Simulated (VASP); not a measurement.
Ba5HfO2:

```
Ba Hf O
1.0
     3.90000    0.00000    0.00000
     0.00000    3.90000    0.00000
     0.00000    0.00000   16.00000
Ba Hf O
5 1 2
Direct
  0.00000 0.00000 0.00000
  0.50000 0.50000 0.17000
  0.50000 0.50000 0.83000
  0.00000 0.00000 0.36000
  0.50000 0.50000 0.54000
  0.00000 0.00000 0.69000
  0.00000 0.00000 0.17000
  0.50000 0.50000 0.00000
```

| Quantity | Value |
| --- | --- |
| Program | VASP 6.6.1 |
| Task | relaxation of cell and atoms |
| Functional | PBE |
| Potentials or basis | VASP PAW PBE potentials, release 64 (Ba_sv, Hf_pv, O) |
| Cutoff | 600 eV |
| k mesh | 4 × 4 × 1 |
| Occupations | gaussian, width 0.2 eV |
| Spin | no spin polarisation |

At the start: pressure 2.4 GPa; volume 30.42 Å³/atom.

Problem. Where does the relaxation end?

Solution. Over 12 steps the energy falls by 49.9 meV/atom and the volume is 33.34 Å³/atom (+9.6 %); space group P4mm (No. 99, to 0.1 Å) before and after.

The path:
```csv
step,energy change (eV),largest force (eV/Å),pressure (GPa),volume (Å³)
1,0.0000,0.7926,2.45,243.36
2,-0.2035,0.6569,0.21,260.10
3,-0.2197,0.6054,-0.53,266.84
4,-0.2777,0.4329,-0.38,266.09
5,-0.3390,0.3031,0.25,263.81
6,-0.3415,0.2220,0.12,264.20
7,-0.3544,0.2129,-0.01,265.47
8,-0.3754,0.1749,-0.33,269.32
9,-0.3862,0.1836,-0.05,267.24
10,-0.3899,0.1925,0.25,265.18
11,-0.3970,0.1329,0.20,265.97
12,-0.3994,0.0726,0.16,266.76
```

Final structure:
```
Ba Hf O
1.0
     4.03618    0.00000    0.00000
     0.00000    4.03618    0.00000
     0.00000    0.00000   16.37478
Ba Hf O
5 1 2
Cartesian
  0.0000 0.0000 0.0784
  2.0181 2.0181 2.7497
  2.0181 2.0181 13.4323
  0.0000 0.0000 5.5454
  2.0181 2.0181 9.0287
  0.0000 4.0362 11.2572
  4.0362 4.0362 2.9102
  2.0181 2.0181 0.1924
```

Caveat: the k points lie up to 0.39 Å⁻¹ apart in the final cell, too coarse for converged energies and pressures of a metal; the relaxation stopped at a loose force limit of 0.08 eV/Å, so its end isn't a converged minimum.
